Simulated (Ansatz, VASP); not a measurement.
SiW12: VASP beside Ansatz

Contents of INCAR:

```
SYSTEM = SiW12
ALGO     = Normal         ! electronic algorithm
DIPOL    = 0.5 0.5 0.302
EDIFF    = 1E-7           ! SCF threshold, eV
ENCUT    = 520            ! plane-wave cutoff, eV
GGA      = PE             ! functional
IDIPOL   = 3            
ISIF     = 2              ! what is computed and relaxed
ISMEAR   = 0              ! smearing method
IVDW     = 12             ! dispersion correction
LASPH    = .True.         ! aspherical terms in the spheres
LCHARG   = .False.        ! write CHGCAR
LDIPOL   = .True.       
LREAL    = .False.        ! projectors in reciprocal space
LWAVE    = .False.        ! write WAVECAR
NBANDS   = 98             ! bands
NELM     = 80             ! most SCF steps
PREC     = Accurate       ! precision mode
SIGMA    = 0.1            ! smearing width, eV
```

The input KPOINTS:

```
k-points
0
Gamma
  5 5 1
  0 0 0
```

The input POSCAR:

```
SiW12
1.0
    5.6644156868      0.0000000000      0.0000000000
    0.0000000000      5.6644156868      0.0000000000
    0.0000000000      0.0000000000     21.1500668291
W Si
12 1
Direct
    0.2500000000      0.2500000000      0.1891246979
    0.2500000000      0.7500000000      0.1891246979
    0.7500000000      0.2500000000      0.1891246979
    0.7500000000      0.7500000000      0.1891246979
    0.0000000000      0.0000000000      0.2848852803
    0.0000000000      0.5000000000      0.2848852803
    0.5000000000      0.0000000000      0.2848852803
    0.5000000000      0.5000000000      0.2848852803
    0.2500000000      0.2500000000      0.3806166143
    0.2500000000      0.7500000000      0.3806166143
    0.7500000000      0.2500000000      0.3806166143
    0.7500000000      0.7500000000      0.3806166143
    0.2500000000      0.3333333333      0.5130039029
```

Input for Ansatz:

```yaml
crystal:
  lattice:
    - [5.6644156868, 0.0, 0.0]
    - [0.0, 5.6644156868, 0.0]
    - [0.0, 0.0, 21.1500668291]
  atoms:
    - { symbol: W, position: [0.25, 0.25, 0.1891246979] }
    - { symbol: W, position: [0.25, 0.75, 0.1891246979] }
    - { symbol: W, position: [0.75, 0.25, 0.1891246979] }
    - { symbol: W, position: [0.75, 0.75, 0.1891246979] }
    - { symbol: W, position: [0.0, 0.0, 0.2848852803] }
    - { symbol: W, position: [0.0, 0.5, 0.2848852803] }
    - { symbol: W, position: [0.5, 0.0, 0.2848852803] }
    - { symbol: W, position: [0.5, 0.5, 0.2848852803] }
    - { symbol: W, position: [0.25, 0.25, 0.3806166143] }
    - { symbol: W, position: [0.25, 0.75, 0.3806166143] }
    - { symbol: W, position: [0.75, 0.25, 0.3806166143] }
    - { symbol: W, position: [0.75, 0.75, 0.3806166143] }
    - { symbol: Si, position: [0.25, 0.3333333333, 0.5130039029] }
basis:
  ecutwfc: 420
kpoints:
  mp_grid: { grid: [5, 5, 1] }
hamiltonian:
  xc: pbe
  pseudopotentials: { kind: paw, azcp: { folder: soft_1 } }
  dispersion: d3bj
scf:
  occupations: { method: gaussian, width: 0.1 }
output:
  forces: true
  eigenvalues: true
efield:
  axis: 3
  dipole_correction: true
  ramp_width: 0.04
```

Alike in both runs: task single point; functional PBE; dispersion D3(BJ); k mesh 5 × 5 × 1; occupations gaussian, width 0.1 eV; no spin polarisation.

|  | VASP | Ansatz |
| --- | --- | --- |
| version | VASP 6.6.1 | Ansatz 0.2.0 |
| potentials or method | VASP PAW PBE potentials, release 64 (W_sv, Si), cutoff 520 eV | scalar-relativistic, plane waves, PAW |
| valence electrons in the cell | 172 | 172 |

```csv
,VASP,Ansatz,Ansatz less VASP
gap on the k mesh at the Fermi level (eV),none,none,-
rms of the force components (eV/Å),0.636,0.633,-0.0037
```

Atom by atom the forces differ by 0.014 eV/Å (rms over components). A gap of «none» marks a metal or a gap that the smearing closes.

Neither program's run includes spin-orbit coupling.
